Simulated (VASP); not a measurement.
P: single point with PBE+D3(BJ)

P, a slab with vacuum:

```
CELL_PARAMETERS angstrom
3.25406 0.00000 0.00000
-1.62703 2.81809 0.00000
0.00000 0.00000 28.00000
ATOMIC_POSITIONS crystal
P 0.33333 0.66667 0.52224
P 0.66667 0.33333 0.47776
```

- Program: VASP 6.6.1
- Task: single point
- Functional: PBE
- Dispersion: D3(BJ)
- Potentials or basis: VASP PAW PBE potentials, release 64 (P)
- Cutoff: 520 eV
- k mesh: 9 × 9 × 1
- Occupations: gaussian, width 0.1 eV
- Spin: no spin polarisation

```json
{
  "Largest force": "0.091 eV/Å",
  "Band gap on the k mesh": "2.00 eV, indirect (least direct gap 2.27 eV)",
  "Dispersion energy per atom": "-0.214 eV"
}
```

Forces on the atoms (eV/Å):
```
P    0.000  0.000 -0.091
P    0.000  0.000  0.091
```

Levels at points of the mesh, in eV from the valence-band top:
```tsv
k point	band 1	band 2	band 3	band 4	band 5	band 6	band 7	band 8	band 9	band 10
(0.00, 0.00, 0.00)	-14.19	-6.48	-0.47	0.00	0.00	4.03	4.03	4.06	5.34	5.91
```

Wall time 51 s on 1 thread of Intel(R) Xeon(R) Platinum 8259CL CPU @ 2.50GHz (Skylake/Cascade Lake), on a shared host, peak memory 0.33 GiB.
